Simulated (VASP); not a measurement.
# InSb (zincblende type) (F-43m) in VASP: notebook

InSb (zincblende type) is run at these levels: PBE; tasks: single point, relaxation of cell and atoms.

All numbers are computed with VASP 6.6.1; they aren't measurements. Logs are shortened: lines on timing, memory, paths and dates and some standing lists are left out, and cuts for length are marked.

**1. The cell of the first run**

Symmetry: F-43m, No. 216, cubic system. The conventional cell has a = 6.638 Å, b = 6.638 Å, c = 6.638 Å, α = 90.00°, β = 90.00°, γ = 90.00°. In (site symmetry -43m) has 4 Sb at 2.87 Å within 3.8 Å. Within 3.8 Å of Sb (site symmetry -43m) lie 4 In at 2.87 Å.

**2. Single point, PBE**

INCAR

```
SYSTEM = InSb
PREC     = Accurate       ! precision mode
ENCUT    = 520            ! plane-wave cutoff, eV
EDIFF    = 1E-6           ! SCF threshold, eV
ISMEAR   = -5             ! smearing method
SIGMA    = 0.1            ! smearing width, eV
LREAL    = .False.        ! projectors in reciprocal space
LASPH    = .True.         ! aspherical terms in the spheres
NELM     = 100            ! most SCF steps
ALGO     = Normal         ! electronic algorithm
ISIF     = 2              ! what is computed and relaxed
LWAVE    = .False.        ! write WAVECAR
LCHARG   = .False.        ! write CHGCAR
GGA      = PE             ! functional
NBANDS   = 16             ! bands
```

KPOINTS

```
regular mesh
0
Gamma
  9 9 9
  0 0 0
```

POSCAR

```
InSb
1.0
    0.0000000000      3.3187520224      3.3187520224
    3.3187520224      0.0000000000      3.3187520224
    3.3187520224      3.3187520224      0.0000000000
In Sb
1 1
Direct
    0.0000000000      0.0000000000      0.0000000000
    0.2500000000      0.2500000000      0.2500000000
```

Potentials or basis: VASP PAW PBE potentials, release 64 (In_d, Sb).

Command:

```console
$ cat potpaw_PBE.64/In_d/POTCAR potpaw_PBE.64/Sb/POTCAR > POTCAR
$ mpirun -np 1 vasp_std > vasp.out
```

OUTCAR:

```text
SYSTEM = InSb
   PREC = Accurate
   ENCUT = 520
   EDIFF = 1E-6
   ISMEAR = -5
   LREAL = .False.
   LASPH = .True.
   NELM = 100
   ISIF = 2
   GGA = PE

 ion  position               nearest neighbor table
   1  0.000  0.000  0.000-   2 2.87   2 2.87   2 2.87   2 2.87
   2  0.250  0.250  0.250-   1 2.87   1 2.87   1 2.87   1 2.87

  LATTYP: Found a face centered cubic cell.
 ALAT       =     6.6375040448

  Lattice vectors:

 A1 = (   0.0000000000,   3.3187520224,   3.3187520224)
 A2 = (   3.3187520224,   0.0000000000,   3.3187520224)
 A3 = (   3.3187520224,   3.3187520224,   0.0000000000)

Analysis of symmetry for initial positions (statically):
=====================================================================
 Subroutine PRICEL returns:
 Original cell was already a primitive cell.

 Routine SETGRP: Setting up the symmetry group for a
 face centered cubic supercell.

 Subroutine GETGRP returns: Found 24 space group operations
 (whereof 24 operations were pure point group operations)
 out of a pool of 48 trial point group operations.

The static configuration has the point symmetry T_d .

Analysis of symmetry for dynamics (positions and initial velocities):
=====================================================================
 Subroutine PRICEL returns:
 Original cell was already a primitive cell.

 Routine SETGRP: Setting up the symmetry group for a
 face centered cubic supercell.

 Subroutine GETGRP returns: Found 24 space group operations
 (whereof 24 operations were pure point group operations)
 out of a pool of 48 trial point group operations.

The dynamic configuration has the point symmetry T_d .

 Subroutine INISYM returns: Found 24 space group operations
 (whereof 24 operations are pure point group operations),
 and found     1 'primitive' translations

----------------------------------------------------------------------------------------

                                     Primitive cell

  volume of cell :      73.1062

  direct lattice vectors                    reciprocal lattice vectors
     0.000000000  3.318752022  3.318752022    -0.150659042  0.150659042  0.150659042
     3.318752022  0.000000000  3.318752022     0.150659042 -0.150659042  0.150659042
     3.318752022  3.318752022  0.000000000     0.150659042  0.150659042 -0.150659042

  length of vectors
     4.693424120  4.693424120  4.693424120     0.260949115  0.260949115  0.260949115

  position of ions in fractional coordinates (direct lattice)
     0.000000000  0.000000000  0.000000000
     0.250000000  0.250000000  0.250000000

  ion indices of the primitive-cell ions
   primitive index   ion index
                 1           1
                 2           2

----------------------------------------------------------------------------------------

 KPOINTS: regular mesh

Automatic generation of k-mesh.
 Grid dimensions read from file:
 generate k-points for:    9    9    9

 Generating k-lattice:

  Cartesian coordinates                     Fractional coordinates (reciprocal lattice)
    -0.016739894  0.016739894  0.016739894     0.111111111  0.000000000  0.000000000
     0.016739894 -0.016739894  0.016739894     0.000000000  0.111111111  0.000000000
     0.016739894  0.016739894 -0.016739894     0.000000000  0.000000000  0.111111111

  Length of vectors
     0.028994346  0.028994346  0.028994346

  Shift w.r.t. Gamma in fractional coordinates (k-lattice)
     0.000000000  0.000000000  0.000000000

 TETIRR: Found    115 inequivalent tetrahedra from     4374

 Subroutine IBZKPT returns following result:
 ===========================================

 Found     35 irreducible k-points:

 Following reciprocal coordinates:
            Coordinates               Weight
  0.000000  0.000000  0.000000      1.000000
  0.111111  0.000000  0.000000      8.000000
  0.222222  0.000000  0.000000      8.000000
  0.333333  0.000000  0.000000      8.000000
  0.444444  0.000000  0.000000      8.000000
  0.111111  0.111111  0.000000      6.000000
[... 16 lines left out ...]
 -0.333333  0.333333  0.000000     12.000000
  0.444444  0.444444  0.000000      6.000000
 [... further k-points ...]
   k-points           NKPTS =     35   k-points in BZ     NKDIM =     35   number of bands    NBANDS=     16
   number of dos      NEDOS =    301   number of ions     NIONS =      2
   total plane-waves  NPLWV =  46656
   dimension x,y,z NGX =    36 NGY =   36 NGZ =   36
   dimension x,y,z NGXF=    72 NGYF=   72 NGZF=   72
   ions per type =               1   1
   NGX,Y,Z   is equivalent  to a cutoff of  12.75, 12.75, 12.75 a.u.
   NGXF,Y,Z  is equivalent  to a cutoff of  25.50, 25.50, 25.50 a.u.
 SYSTEM =  InSb
   PREC   = accura    normal or accurate (medium, high low for compatibility)
   ISTART =      0    job   : 0-new  1-cont  2-samecut
   ICHARG =      2    charge: 1-file 2-atom 10-const
   ISPIN  =      1    spin polarized calculation?
   LNONCOLLINEAR =      F non collinear calculations
   LSORBIT =      F    spin-orbit coupling
   LASPH  =      T    aspherical Exc in radial PAW
   ENCUT  =  520.0 eV  38.22 Ry    6.18 a.u.   8.73  8.73  8.73*2*pi/ulx,y,z
   NELM   =    100;   NELMIN=  2; NELMDL= -5     # of ELM steps
   EDIFF  = 0.1E-05   stopping-criterion for ELM
   LREAL  =      F    real-space projection
[... 7 lines left out ...]
   TEBEG  =    0.0;   TEEND  =   0.0 temperature during run
   PSTRESS=    0.0 pullay stress
   NELECT =      18.0000    total number of electrons
   NUPDOWN=      -1.0000    fix difference up-down
   EMIN   =  10.00;   EMAX   =-10.00  energy-range for DOS
   EFERMI =   0.00;   METHOD = LEGACY
   ISMEAR =    -5;   SIGMA  =   0.10  broadening in eV -4-tet -1-fermi 0-gaus
   EFERMI_NEDOS =   21; number of points for ismear=-14 and -15
   IALGO  =     38    algorithm
   IMIX   =      4    mixing-type and parameters
     AMIX     =   0.40;   BMIX     =  1.00
     AMIX_MAG =   1.60;   BMIX_MAG =  1.00
  volume/ion in A,a.u.               =      36.55       246.67
  Fermi-wavevector in a.u.,A,eV,Ry     =   1.026079  1.939008 14.324736  1.052838
  Thomas-Fermi vector in A             =   2.159953
   LORBIT       =      0    0 simple, 1 ext, 2 COOP (PROOUT), +10 PAW based schemes
   GGA     = PE    functional components
   LHFCALC =     F    Hartree Fock is set to
   AEXX    =    0.0000 exact exchange contribution
   IVDW    =     0    specifies the selected vdW correction
   LEPSILON=     F    determine dielectric tensor
   LRPA    =     F    only Hartree local field effects (RPA)
 non-spin polarized calculation
 Fermi weights with tetrahedron method with Bloechl corrections
  energy-cutoff  :      520.00
  volume of cell :       73.11
 maximum number of plane-waves:      2000
   NGX = 17   NGY = 17   NGZ = 17

 number of electron      18.0000008 magnetization

 Free energy of the ion-electron system (eV)
  ---------------------------------------------------
  ext. energy  EPLUGINS =         0.00000000
  ---------------------------------------------------
  free energy    TOTEN  =        -6.95096908 eV

  energy without entropy =       -6.95096908  energy(sigma->0) =       -6.95096908

 E-fermi :   4.3698     XC(G=0):  -8.3782

 val. band max:        4.3694623262   @ k =   0.0000   0.0000   0.0000
 cond. band min:       4.3694625893   @ k =   0.0000   0.0000   0.0000
 fundamental gap:      0.0000002631
 Fermi energy:         4.3697579492

 k-point     1 :       0.0000    0.0000    0.0000
  band No.  band energies     occupation
      1     -10.0981      2.00000
      2     -10.0981      2.00000
      3     -10.0981      2.00000
      4     -10.0316      2.00000
      5     -10.0316      2.00000
      6      -5.9106      2.00000
[... 8 lines left out ...]
     15      12.5031      0.00000
     16      12.5031      0.00000

 k-point     2 :       0.1111    0.0000    0.0000
  band No.  band energies     occupation
      1     -10.1022      2.00000
      2     -10.0961      2.00000
      3     -10.0961      2.00000
      4     -10.0317      2.00000
      5     -10.0317      2.00000
      6      -5.8101      2.00000
[... 8 lines left out ...]
     15      11.8768      0.00000
     16      11.8768      0.00000

 k-point     3 :       0.2222    0.0000    0.0000
  band No.  band energies     occupation
      1     -10.1125      2.00000
      2     -10.0915      2.00000
      3     -10.0915      2.00000
      4     -10.0316      2.00000
      5     -10.0316      2.00000
      6      -5.5251      2.00000
[... 8 lines left out ...]
     15      11.5639      0.00000
     16      11.5639      0.00000

 k-point     4 :       0.3333    0.0000    0.0000
  band No.  band energies     occupation
      1     -10.1241      2.00000
      2     -10.0867      2.00000
      3     -10.0867      2.00000
      4     -10.0310      2.00000
      5     -10.0310      2.00000
      6      -5.1213      2.00000
[... 8 lines left out ...]
     15      12.0026      0.00000
     16      12.0026      0.00000
[... 324 lines left out ...]
 k-point    22 :      -0.4444    0.3333    0.0000
  band No.  band energies     occupation
      1     -10.1497      2.00000
      2     -10.0721      2.00000
      3     -10.0694      2.00000
      4     -10.0403      2.00000
      5     -10.0272      2.00000
      6      -4.2808      2.00000
[... 8 lines left out ...]
     15      13.1328      0.00000
     16      14.7391      0.00000

 k-point    23 :      -0.3333    0.3333    0.0000
  band No.  band energies     occupation
      1     -10.1444      2.00000
      2     -10.0758      2.00000
      3     -10.0727      2.00000
      4     -10.0364      2.00000
      5     -10.0299      2.00000
      6      -4.3355      2.00000
[... 8 lines left out ...]
     15      12.0583      0.00000
     16      15.1126      0.00000

 k-point    24 :       0.4444    0.4444    0.0000
  band No.  band energies     occupation
      1     -10.1568      2.00000
      2     -10.0659      2.00000
      3     -10.0659      2.00000
      4     -10.0450      2.00000
      5     -10.0245      2.00000
      6      -4.2904      2.00000
[... 8 lines left out ...]
     15      14.2609      0.00000
     16      14.6180      0.00000

 [... further k-points ...]

------------------------ aborting loop because EDIFF is reached ----------------------------------------

  FORCE on cell =-STRESS in cart. coord.  units (eV):
  Direction    XX          YY          ZZ          XY          YZ          ZX
  --------------------------------------------------------------------------------------
  -------------------------------------------------------------------------------------
  Total       -0.0299404     -0.0299404     -0.0299404      0.0000000      0.0000000      0.0000000
  in kB       -0.6561661     -0.6561661     -0.6561661      0.0000000      0.0000000      0.0000000
  external PRESSURE =      -0.6561661 kB  Pullay stress =       0.0000000 kB

 VOLUME and BASIS-vectors are now :
 -----------------------------------------------------------------------------
  energy-cutoff  :      520.00
  volume of cell :       73.11
      direct lattice vectors                 reciprocal lattice vectors
     0.000000000  3.318752022  3.318752022    -0.150659042  0.150659042  0.150659042
     3.318752022  0.000000000  3.318752022     0.150659042 -0.150659042  0.150659042
     3.318752022  3.318752022  0.000000000     0.150659042  0.150659042 -0.150659042

 POSITION                                       TOTAL-FORCE (eV/Angst)
 -----------------------------------------------------------------------------------
      0.00000      0.00000      0.00000        -0.000000     -0.000000     -0.000000
      1.65938      1.65938      1.65938         0.000000      0.000000      0.000000
 -----------------------------------------------------------------------------------
    total drift:                               -0.000000     -0.000000     -0.000000

  FREE ENERGIE OF THE ION-ELECTRON SYSTEM (eV)
  ---------------------------------------------------
  free  energy   TOTEN  =        -6.9509690815 eV

  energy  without entropy=       -6.9509690815  energy(sigma->0) =       -6.95096908
```

Run time: 51 s. Hardware: 1 thread of Intel Xeon 8259CL, shared host; peak memory 0.23 GiB.

Results:

| Property | Result |
| --- | --- |
| Free energy | -6.9510 eV |
| Pressure | -0.1 GPa |
| Band gap on the k mesh | zero (filled and empty bands touch) |

Caveat: semilocal functionals underestimate gaps, so a narrow gap can read as zero; spin-orbit coupling is left out, which moves the levels of the heavy elements; tetrahedron occupations give inexact forces and stress in metals.

**3. Relaxation of cell and atoms, PBE**

This run uses another cell than the first one, of 33.37 Å³/atom.

INCAR

```
PREC     = Accurate       # precision mode
ENCUT    = 600            # plane-wave cutoff, eV
EDIFF    = 1E-6           # SCF threshold, eV
ISMEAR   = -1             # smearing method
SIGMA    = 0.05           # smearing width, eV
LREAL    = F              # projectors in reciprocal space
LASPH    = T              # aspherical terms in the spheres
NELM     = 100            # most SCF steps
ALGO     = Normal         # electronic algorithm
ISIF     = 3              # what is computed and relaxed
LWAVE    = F              # write WAVECAR
LCHARG   = F              # write CHGCAR
GGA      = PE             # functional
IBRION   = 2              # ionic algorithm
NSW      = 100            # ionic steps
EDIFFG   = -0.005         # ionic threshold
```

KPOINTS

```
Automatic mesh
0
Gamma
  9 9 9
```

POSCAR

```
InSb
1.0
    0.0000000000      3.2195088072      3.2195088072
    3.2195088072      0.0000000000      3.2195088072
    3.2195088072      3.2195088072      0.0000000000
In Sb
1 1
Direct
    0.0000000000      0.0000000000      0.0000000000
    0.2500000000      0.2500000000      0.2500000000
```

Potentials or basis: VASP PAW PBE potentials, release 64 (In_d, Sb).

Command:

```console
$ cat potpaw_PBE.64/In_d/POTCAR potpaw_PBE.64/Sb/POTCAR > POTCAR
$ mpirun -np 1 vasp_std > vasp.out
```

Wall time 2.3 min (1 thread of Intel Xeon 8259CL, shared host); peak memory 0.24 GiB.

The run converged. Its results:

```
Free energy                           : -6.9507 eV
Relaxed volume                        : 36.49 Å³/atom
Relaxed cell                          : a = 4.691 Å, b = 4.691 Å, c = 4.691 Å, α = 60.00°, β = 60.00°, γ = 60.00°
Space group after relaxing (to 0.1 Å) : F-43m (No. 216)
Energy gained by relaxing             : 36.9 meV/atom
Ionic steps                           : 5
Pressure after relaxing               : 0.0 GPa
Band gap on the k mesh                : zero (filled and empty bands touch)
```

Step by step:
```csv
step,energy change (eV),largest force (eV/Å),pressure (GPa),volume (Å³)
1,0.0000,0.0000,4.11,66.74
2,-0.0654,0.0000,-1.11,75.37
3,-0.0737,0.0000,0.02,72.97
4,-0.0737,0.0000,-0.05,73.10
5,-0.0737,0.0000,0.01,72.99
```

Final structure:
```
In Sb
1.0
     0.00000    3.31697    3.31697
     3.31697    0.00000    3.31697
     3.31697    3.31697    0.00000
In Sb
1 1
Direct
  0.00000 0.00000 0.00000
  0.25000 0.25000 0.25000
```

Levels at points of the mesh, in eV from the Fermi level:
| k point | band 7 | band 8 | band 9 | band 10 | band 11 | band 12 |
| --- | --- | --- | --- | --- | --- | --- |
| (0.00, 0.00, 0.00) | -0.65 | -0.06 | -0.06 | -0.06 | 2.90 | 2.90 |

Caveat: semilocal functionals underestimate gaps, so a narrow gap can read as zero; spin-orbit coupling is left out, which moves the levels of the heavy elements.
